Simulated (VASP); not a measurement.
Wanted: the native input for a VASP 6.6.1 run.

* Task: single point
* Functional: PBE
* Potentials or basis: VASP PAW PBE potentials, release 64 (Fe, Si)
* Cutoff: 520 eV
* k mesh: 8 × 8 × 8
* Occupations: gaussian, width 0.01 eV
* Spin: no spin polarisation
* Dipole correction: no
* Further INCAR settings: ALGO = Normal; EDIFF = 1e-06; NBANDS = 34

The structure of FeSi lies in POSCAR:

```
FeSi
1.0
    4.3572326907      0.0000000000      0.0000000000
    0.0000000000      4.3572326907      0.0000000000
    0.0000000000      0.0000000000      4.3572326907
Fe Si
4 4
Direct
    0.1385196233      0.1385196233      0.1385196233
    0.3614803767      0.8614803767      0.6385196233
    0.6385196233      0.3614803767      0.8614803767
    0.8614803767      0.6385196233      0.3614803767
    0.8418531490      0.8418531490      0.8418531490
    0.6581468510      0.1581468510      0.3418531490
    0.3418531490      0.6581468510      0.1581468510
    0.1581468510      0.3418531490      0.6581468510
```

This cell differs from its parent crystal: volume scaled by 0.94, then relaxed in part.

These files were run (other wordings do the same):

INCAR

```
  PREC = Accurate
  ENCUT = 520
  EDIFF = 1E-6
  ISMEAR = 0
  SIGMA = 0.01
  LREAL = F
  LASPH = T
  NELM = 100
  ALGO = Normal
  ISIF = 2
  LWAVE = F
  LCHARG = F
  GGA = PE
  NBANDS = 34
```

KPOINTS

```
Automatic mesh
0
Gamma
  8 8 8
```

Potentials or basis: VASP PAW PBE potentials, release 64 (Fe, Si).

Launch:

```console
$ cat potpaw_PBE.64/Fe/POTCAR potpaw_PBE.64/Si/POTCAR > POTCAR
$ mpirun -np 1 vasp_std > vasp.out
```

Results of the run:

```json
{
  "Pressure": "15.9 GPa",
  "Largest force": "0.039 eV/Å",
  "Band gap on the k mesh": "0.16 eV, indirect (least direct gap 0.17 eV)"
}
```

It took 38 s on 1 thread of Intel(R) Xeon(R) 6975P-C (Granite Rapids), with other jobs on the host, peak memory 0.23 GiB.
